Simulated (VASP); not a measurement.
A run of VASP 6.6.1:

Contents of POSCAR:

```
LiCl
1.0
    0.0000000000      2.5079719324      2.5079719324
    2.5079719324      0.0000000000      2.5079719324
    2.5079719324      2.5079719324      0.0000000000
Li Cl
1 1
Direct
    0.0000000000      0.0000000000      0.0000000000
    0.5000000000      0.5000000000      0.5000000000
```

File INCAR.step1:

```
PREC     = Accurate       # precision mode
ENCUT    = 520            # plane-wave cutoff, eV
ISMEAR   = 0              # smearing method
SIGMA    = 0.01           # smearing width, eV
LREAL    = F              # projectors in reciprocal space
LASPH    = T              # aspherical terms in the spheres
NELM     = 80             # most SCF steps
NBANDS   = 12             # bands
GGA      = PE             # functional
ALGO     = Normal         # electronic algorithm
EDIFF    = 1E-4           # SCF threshold, eV
LWAVE    = T              # write WAVECAR
LCHARG   = F              # write CHGCAR
```

INCAR.step2

```
PREC     = Accurate       # precision mode
ENCUT    = 520            # plane-wave cutoff, eV
EDIFF    = 1E-7           # SCF threshold, eV
ISMEAR   = 0              # smearing method
SIGMA    = 0.01           # smearing width, eV
LREAL    = F              # projectors in reciprocal space
LASPH    = T              # aspherical terms in the spheres
NELM     = 80             # most SCF steps
ALGO     = Normal         # electronic algorithm
ISIF     = 2              # what is computed and relaxed
LWAVE    = F              # write WAVECAR
LCHARG   = F              # write CHGCAR
METAGGA  = R2SCAN         # meta-GGA
LMIXTAU  = T            
NBANDS   = 12             # bands
ISTART   = 1
```

KPOINTS

```
regular mesh
0
Gamma
  8 8 8
```

Potentials or basis: VASP PAW PBE potentials, release 64 (Li_sv, Cl).

Run with:

```bash
$ cat potpaw_PBE.64/Li_sv/POTCAR potpaw_PBE.64/Cl/POTCAR > POTCAR
$ cp INCAR.step1 INCAR
$ mpirun -np 1 vasp_std > vasp.out
$ cp INCAR.step2 INCAR
$ mpirun -np 1 vasp_std > vasp.out
```

Hardware: 1 thread of AMD EPYC 7R43 64-Core Processor (Zen 3), with other jobs on the host.

Estimate the wall time of this run.

Wall time 76 s on 1 thread of AMD EPYC 7R43 64-Core Processor (Zen 3), on a shared host, peak memory 0.12 GiB. Counts: k points 29.
